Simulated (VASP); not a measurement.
Here is a VASP 6.6.1 calculation.

Contents of INCAR:

```
SYSTEM = BaZrO3
PREC = Accurate ; ENCUT = 520
EDIFF = 1E-7 ; ISMEAR = 0
SIGMA = 0.1 ; LREAL = .False.
LASPH = .True. ; NELM = 150
ALGO = Normal ; ISIF = 2
LWAVE = .False. ; LCHARG = .False.
ISPIN = 2 ; MAGMOM = 0 1 0 0 0
LORBIT = 11 ; LMAXMIX = 4
GGA = PE ; NBANDS = 32
```

KPOINTS

```
regular mesh
0
Gamma
  6 6 6
  0 0 0
```

File POSCAR:

```
BaZrO3
1.0
   -2.1111440190      2.4515058431      4.0698138826
    2.1111440190     -2.4515058431      4.0698138826
    2.1111440190      2.4515058431     -4.0698138826
Ba Zr O
1 1 3
Direct
    0.0000000000      0.5000000000      0.5000000000
    0.5000000000      0.0000000000      0.5000000000
    0.1669264206      0.1669264206      0.0000000000
    0.8330735794      0.8330735794      0.0000000000
    0.5000000000      0.5000000000      0.0000000000
```

Potentials or basis: VASP PAW PBE potentials, release 64 (Ba_sv, Zr_sv, O).

The run is started by

```sh
$ cat potpaw_PBE.64/Ba_sv/POTCAR potpaw_PBE.64/Zr_sv/POTCAR potpaw_PBE.64/O/POTCAR > POTCAR
$ mpirun -np 1 vasp_std > vasp.out
```

Question: Estimate the largest force.

Answer: 0.207 eV/Å.

Question: Predict the band gap on the k mesh.

Answer: Zero (filled and empty bands overlap).

Question: Predict the pressure.

Answer: 2.4 GPa.

Question: What does it give for the net moment?

Answer: 0.00 μB per cell.

Forces on the atoms (eV/Å):
```
Ba   0.000  0.000  0.000
Zr   0.000  0.000  0.000
O    0.000  0.000  0.207
O    0.000  0.000 -0.207
O    0.000  0.000  0.000
```

Caveat: spin-orbit coupling is left out, which moves the levels of the heavy elements.
